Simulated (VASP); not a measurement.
Zr3Ag, 4 atoms in the cell. It takes space group Pm-3m (No. 221, cubic). The conventional cell has a = 4.416 Å, b = 4.416 Å, c = 4.416 Å, α = 90.00°, β = 90.00°, γ = 90.00°. Within 4.1 Å of Zr (site symmetry 4/mmm) lie 8 Zr at 3.12 Å and 4 Ag at 3.12 Å. Within 4.1 Å of Ag (site symmetry m-3m) lie 12 Zr at 3.12 Å. 

- Program: VASP 6.6.1
- Task: single point
- Functional: LDA
- Potentials or basis: VASP PAW LDA potentials, release 64 (Zr_sv, Ag)
- Cutoff: 500 eV
- k mesh: 8 × 8 × 8
- Occupations: gaussian, width 0.05 eV
- Spin: no spin polarisation
- Dipole correction: no
- Further INCAR settings: ALGO = Normal; EDIFF = 1e-06; NBANDS = 32

Potentials or basis: VASP PAW LDA potentials, release 64 (Zr_sv, Ag).

Launch:

```console
$ cat potpaw_LDA.64/Zr_sv/POTCAR potpaw_LDA.64/Ag/POTCAR > POTCAR
$ mpirun -np 1 vasp_std > vasp.out
```

Hardware: 1 thread of Intel Xeon 8259CL (shared host).

**Question.** Estimate the wall time of this run.

**Answer.** Run time: 110 s on 1 thread of Intel Xeon 8259CL, with other jobs on the host, peak memory 0.21 GiB. Counts: scf iterations 13, k points 35.
